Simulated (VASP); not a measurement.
Here is a VASP 6.6.1 calculation.

INCAR

```
PREC = Accurate ; ENCUT = 520
EDIFF = 1E-6 ; ISMEAR = 0
SIGMA = 0.02 ; LREAL = F
LASPH = T ; NELM = 80
ALGO = Normal ; ISIF = 2
LWAVE = F ; LCHARG = F
LDIPOL = T ; IDIPOL = 3
DIPOL = 0.5 0.5 0.500 ; GGA = PE
IVDW = 12 ; NBANDS = 59
```

Contents of KPOINTS:

```
Automatic mesh
0
Gamma
  12 12 1
```

Contents of POSCAR:

```
Bi2Se3
1.0
    4.1243445460      0.0000000000      0.0000000000
   -2.0621722730      3.5717871508      0.0000000000
    0.0000000000      0.0000000000     60.7411062870
Se Bi
6 4
Direct
    0.0000000000      0.0000000000      0.3610366350
    0.6666666667      0.3333333333      0.4188938371
    0.3333333333      0.6666666667      0.4766532326
    0.0000000000      0.0000000000      0.5233465585
    0.6666666667      0.3333333333      0.5811061358
    0.3333333333      0.6666666667      0.6389635119
    0.3333333333      0.6666666667      0.3870336870
    0.0000000000      0.0000000000      0.4506598701
    0.3333333333      0.6666666667      0.5493398212
    0.0000000000      0.0000000000      0.6129667108
```

Potentials or basis: VASP PAW PBE potentials, release 64 (Se, Bi_d).

Command:

```console
$ cat potpaw_PBE.64/Se/POTCAR potpaw_PBE.64/Bi_d/POTCAR > POTCAR
$ mpirun -np 1 vasp_std > vasp.out
```

Problem. Predict the band gap on the k mesh.

Solution. 0.65 eV.

Problem. Predict the dispersion energy per atom.

Solution. -0.354 eV.

Problem. Estimate the largest force.

Solution. 0.020 eV/Å.

Forces on the atoms (eV/Å):
```
Se   0.000  0.000 -0.015
Se   0.000  0.000  0.001
Se   0.000  0.000  0.020
Se   0.000  0.000 -0.020
Se   0.000  0.000 -0.001
Se   0.000  0.000  0.015
Bi   0.000  0.000  0.003
Bi   0.000  0.000 -0.005
Bi   0.000  0.000  0.005
Bi   0.000  0.000 -0.003
```

Caveat: spin-orbit coupling is left out, which moves the levels of the heavy elements.
